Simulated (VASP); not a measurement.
Here is a VASP 6.6.1 calculation.

INCAR

```
ALGO     = Fast           # electronic algorithm
EDIFF    = 1E-6           # SCF threshold, eV
ENCUT    = 520            # plane-wave cutoff, eV
GGA      = PE             # functional
ISIF     = 2              # what is computed and relaxed
ISMEAR   = 0              # smearing method
LASPH    = True           # aspherical terms in the spheres
LCHARG   = False          # write CHGCAR
LREAL    = False          # projectors in reciprocal space
LWAVE    = False          # write WAVECAR
NBANDS   = 26             # bands
NELM     = 60             # most SCF steps
PREC     = Accurate       # precision mode
SIGMA    = 0.1            # smearing width, eV
```

KPOINTS

```
k-points
0
Gamma
  12 12 8
```

POSCAR

```
CsSn2
1.0
    4.7750976303      0.0000000000      0.0000000000
   -2.3875488151      4.1353558534      0.0000000000
    0.0000000000      0.0000000000      6.5789617187
Cs Sn
1 2
Direct
    0.0000000000      0.0000000000      0.0000000000
    0.3333333333      0.6666666667      0.5734589153
    0.6666666667      0.3333333333      0.4265410847
```

Potentials or basis: VASP PAW PBE potentials, release 64 (Cs_sv, Sn_d).

Launch:

```console
$ cat potpaw_PBE.64/Cs_sv/POTCAR potpaw_PBE.64/Sn_d/POTCAR > POTCAR
$ mpirun -np 1 vasp_std > vasp.out
```

(1) Estimate the pressure.

(2) Estimate the band gap on the k mesh.

## Answers

(1) 0.0 GPa.

(2) zero (an odd number of electrons rules out a gap without spin polarisation).

Caveat: spin-orbit coupling is left out, which moves the levels of the heavy elements.
